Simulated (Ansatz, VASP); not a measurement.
## One calculation of SnTe, two programs

File INCAR:

```
SYSTEM = SnTe
PREC     = Accurate       ! precision mode
ENCUT    = 520            ! plane-wave cutoff, eV
EDIFF    = 1E-6           ! SCF threshold, eV
ISMEAR   = 0              ! smearing method
SIGMA    = 0.1            ! smearing width, eV
LREAL    = .FALSE.        ! projectors in reciprocal space
LASPH    = .TRUE.         ! aspherical terms in the spheres
NELM     = 100            ! most SCF steps
ALGO     = Normal         ! electronic algorithm
ISIF     = 2              ! what is computed and relaxed
LWAVE    = .FALSE.        ! write WAVECAR
LCHARG   = .TRUE.         ! write CHGCAR
GGA      = PE             ! functional
IVDW     = 12             ! dispersion correction
LELF     = .TRUE.         ! ELF
LVHAR    = .TRUE.       
NBANDS   = 17             ! bands
```

Contents of KPOINTS:

```
regular mesh
0
G
  6 6 6
  0 0 0
```

POSCAR

```
SnTe
1.0
    0.0000000000      3.1858129500      3.1858129500
    3.1858129500      0.0000000000      3.1858129500
    3.1858129500      3.1858129500      0.0000000000
Sn Te
1 1
Direct
    0.0000000000      0.0000000000      0.0000000000
    0.5000000000      0.5000000000      0.5000000000
```

Input for Ansatz:

```yaml
crystal:
  lattice:
    - [0.0, 3.18581295, 3.18581295]
    - [3.18581295, 0.0, 3.18581295]
    - [3.18581295, 3.18581295, 0.0]
  atoms:
    - { symbol: Sn, position: [0.0, 0.0, 0.0] }
    - { symbol: Te, position: [0.5, 0.5, 0.5] }
basis:
  ecutwfc: 420
kpoints:
  mp_grid: { grid: [6, 6, 6] }
hamiltonian:
  xc: pbe
  dispersion: d3bj
scf:
  occupations: { method: gaussian, width: 0.1 }
  lower_state_search: "off"
output:
  forces: true
  stress: true
  eigenvalues: true
```

Alike in both runs: task single point; functional PBE; dispersion D3(BJ); k mesh 6 × 6 × 6; occupations gaussian, width 0.1 eV; no spin polarisation.

|  | VASP | Ansatz |
| --- | --- | --- |
| version | VASP 6.6.1 | Ansatz 0.2.0 |
| potentials or method | VASP PAW PBE potentials, release 64 (Sn_d, Te), cutoff 520 eV | scalar-relativistic, plane waves, PAW |
| valence electrons in the cell | 20 | 30 |

|  | VASP | Ansatz | Ansatz less VASP |
| --- | --- | --- | --- |
| gap on the k mesh at the Fermi level (eV) | none | none | - |
| pressure (GPa) | -1.3 | -1.2 | +0.07 |

A gap of «none» marks a metal or a gap that the smearing closes. VASP's potentials hold 20 valence electrons a cell and Ansatz's 30, so a difference there can come from the potentials and not from the codes.

Spin-orbit coupling is off throughout.
